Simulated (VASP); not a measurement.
H4C2O: single point with PBE+D3(BJ)

The system is H4C2O.

```
C H O
1.0
     6.88731    0.00000    0.00000
     0.00000    6.88731    0.00000
     0.00000    0.00000    6.88731
C H O
6 12 3
Direct
  0.10531 0.96695 0.02217
  0.73362 0.22444 0.83985
  0.78309 0.52804 0.39435
  0.21682 0.53654 0.68394
  0.65316 0.68533 0.87654
  0.64353 0.02268 0.37559
  0.25063 0.92756 0.07613
  0.99257 0.92663 0.12433
  0.07144 0.88643 0.89405
  0.10010 0.11794 0.00067
  0.71086 0.13772 0.97381
  0.59794 0.29601 0.80240
  0.76060 0.11363 0.73103
  0.85854 0.31850 0.83165
  0.83799 0.38851 0.36232
  0.68689 0.53050 0.51923
  0.68768 0.55384 0.25891
  0.89469 0.64206 0.39522
  0.23211 0.38205 0.74226
  0.56434 0.73956 0.00456
  0.48190 0.02611 0.40331
```

```yaml
Program: VASP 6.6.1
Task: single point
Functional: PBE
Dispersion: D3(BJ)
Potentials_or_basis: VASP PAW PBE potentials, release 64 (C_h, H_h, O_h)
Cutoff: 1000 eV
k_mesh: 1 × 1 × 1
Occupations: fermi-dirac, width 0.05 eV
Spin: no spin polarisation
Dipole_correction: no
Further_INCAR_settings: LREAL = Auto; ALGO = Normal; EDIFF = 1e-06; NBANDS = 43
```

```json
{
  "Pressure": "0.6 GPa",
  "Largest force": "2.984 eV/Å",
  "Dispersion energy per atom": "-0.036 eV"
}
```

Forces on the atoms (eV/Å):
```
C    0.460 -1.175  0.924
C   -0.597 -1.152  0.083
C   -1.660  1.420 -2.033
C    0.076 -0.631  0.183
C   -0.018  0.233  0.074
C    0.681  0.035 -0.109
H   -0.321 -0.072  0.010
H   -0.069 -0.024  0.609
H    0.068 -0.249 -1.054
H   -0.086  1.473 -0.430
H    0.405  0.705 -0.013
H   -0.050  0.238 -0.051
H   -0.019 -0.334 -0.516
H    0.192  0.407  0.553
H    0.880 -1.387  0.227
H    0.143  0.014  0.304
H    0.749  0.060  1.347
H   -0.061 -0.199  0.236
O   -0.077  0.699 -0.273
O   -0.011 -0.054 -0.180
O   -0.687 -0.006  0.111
```

Stress tensor (GPa, compression positive):
```
 0.37 -0.53 -0.18
-0.53  1.05  0.46
-0.18  0.46  0.48
```

Levels at points of the mesh, in eV from the Fermi level:
```
           k point  band 23  band 24  band 25  band 26  band 27  band 28  band 29  band 30  band 31  band 32
(0.00, 0.00, 0.00)    -1.78    -1.61    -1.40    -1.26    -1.23     4.87     5.24     5.29     5.51     5.63
```

It took 56 s on 1 thread of AMD EPYC 7R13 Processor (Zen 3), with other jobs on the host, peak memory 0.68 GiB.

Caveat: the k points lie up to 0.91 Å⁻¹ apart, too coarse for converged energies, forces and pressures.
